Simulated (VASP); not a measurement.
Input of a VASP 6.6.1 run:

File INCAR:

```
SYSTEM = SnO2
PREC     = Accurate       ! precision mode
ENCUT    = 520            ! plane-wave cutoff, eV
EDIFF    = 1E-6           ! SCF threshold, eV
ISMEAR   = 0              ! smearing method
SIGMA    = 0.05           ! smearing width, eV
LREAL    = .False.        ! projectors in reciprocal space
LASPH    = .True.         ! aspherical terms in the spheres
NELM     = 100            ! most SCF steps
ALGO     = Normal         ! electronic algorithm
ISIF     = 2              ! what is computed and relaxed
LWAVE    = .False.        ! write WAVECAR
LCHARG   = .False.        ! write CHGCAR
GGA      = PE             ! functional
IVDW     = 12             ! dispersion correction
NBANDS   = 35             ! bands
```

The input KPOINTS:

```
regular mesh
0
Gamma
  12 12 4
  0 0 0
```

POSCAR

```
SnO2
1.0
    3.1576622583      0.0000000000      0.0000000000
   -1.5788311291      2.7346157322      0.0000000000
    0.0000000000      0.0000000000     10.1640545523
Sn O
2 4
Direct
   -0.1949774738      0.0000000000      0.5000000000
    0.1949774738      0.0000000000      0.0000000000
    0.4692382690      0.3333333333      0.4018520904
    0.8640950643      0.3333333333      0.0981479096
    0.1359049357      0.6666666667      0.5981479096
    0.5307617310      0.6666666667      0.9018520904
```

Potentials or basis: VASP PAW PBE potentials, release 64 (Sn_d, O).

The run is started by

```console
$ cat potpaw_PBE.64/Sn_d/POTCAR potpaw_PBE.64/O/POTCAR > POTCAR
$ mpirun -np 1 vasp_std > vasp.out
```

Problem. Predict the dispersion energy per atom.

Solution. -0.174 eV.

Problem. What does it give for the pressure?

Solution. 8.2 GPa.

Problem. Predict the band gap on the k mesh.

Solution. 2.51 eV (least direct gap 2.89 eV).

Forces on the atoms (eV/Å):
```
Sn  -0.143  0.000  0.000
Sn   0.143  0.000  0.000
O    0.050 -0.007 -0.719
O   -0.050 -0.007  0.719
O    0.050  0.007  0.719
O   -0.050  0.007 -0.719
```

Caveat: the cell differs from its parent crystal (atoms displaced along a vibrational mode, the cell strained); the stress differs along the axes, from 4 to 11 GPa; spin-orbit coupling is left out, which moves the levels of the heavy elements. A k mesh can miss the band edges.
